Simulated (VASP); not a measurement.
## PtSe2: relaxation of cell and atoms with PBE

The system is PtSe2.

```
Pt Se
1.0
     3.75352    0.00000    0.00000
    -1.87676    3.25064    0.00000
     0.00000    0.00000    6.30468
Pt Se
1 2
Cartesian
  0.0000 0.0000 0.0000
  1.8768 1.0835 4.9991
  0.0000 2.1671 1.3056
```

```yaml
Program: VASP 6.6.1
Task: relaxation of cell and atoms
Functional: PBE
Potentials_or_basis: VASP PAW PBE potentials, release 64 (Pt, Se)
Cutoff: 600 eV
k_mesh: 12 × 12 × 4
Occupations: gaussian, width 0.02 eV
Spin: no spin polarisation
Dipole_correction: no
Further_INCAR_settings: ALGO = Normal; EDIFF = 1e-07; IBRION = 2; EDIFFG = -0.01; NSW = 100; ISIF = 3
```

| Item | Value |
| --- | --- |
| Pressure after relaxing | 0.0 GPa |
| Largest force after relaxing | 0.004 eV/Å |
| Band gap on the k mesh | 0.74 eV (least direct gap 0.92 eV) |

Forces in eV/Å, atoms in the order of the input:
```
Pt   0.000  0.000  0.000
Se   0.000  0.000  0.004
Se   0.000  0.000 -0.004
```

Final structure:
```yaml
crystal:
  lattice:
    - [3.75352, 0.00000, 0.00000]
    - [-1.87676, 3.25064, 0.00000]
    - [0.00000, 0.00000, 6.30468]
  atoms:
    - { symbol: Pt, position: [0.00000, 0.00000, 0.00000] }
    - { symbol: Se, position: [0.66667, 0.33333, 0.79292] }
    - { symbol: Se, position: [0.33333, 0.66667, 0.20708] }
```

Levels at points of the mesh, in eV from the valence-band top:
```
           k point  band 7  band 8  band 9  band 10  band 11  band 12  band 13  band 14  band 15
(0.00, 0.00, 0.00)   -3.13   -1.72   -0.36    -0.36    -0.18     2.51     2.51     4.14     5.07
(0.50, 0.00, 0.00)   -2.63   -2.58   -2.24    -2.21    -2.02     1.80     2.44     4.63     5.98
(0.00, 0.00, 0.50)   -3.14   -1.53   -1.36    -0.41    -0.41     2.62     2.62     5.20     5.84
(0.50, 0.00, 0.50)   -2.63   -2.63   -2.32    -2.13    -1.40     2.06     2.22     4.32     5.60
```

Run time: 67 s on 1 thread of Intel(R) Xeon(R) 6975P-C (Granite Rapids), with other jobs on the host, peak memory 0.27 GiB.

Caveat: the relaxation stopped at its first step, so nothing moved; spin-orbit coupling is left out, which moves the levels of the heavy elements; this functional lacks dispersion, which binds the layers, so the pressure and a relaxed spacing across them are unreliable. A k mesh can miss the band edges.
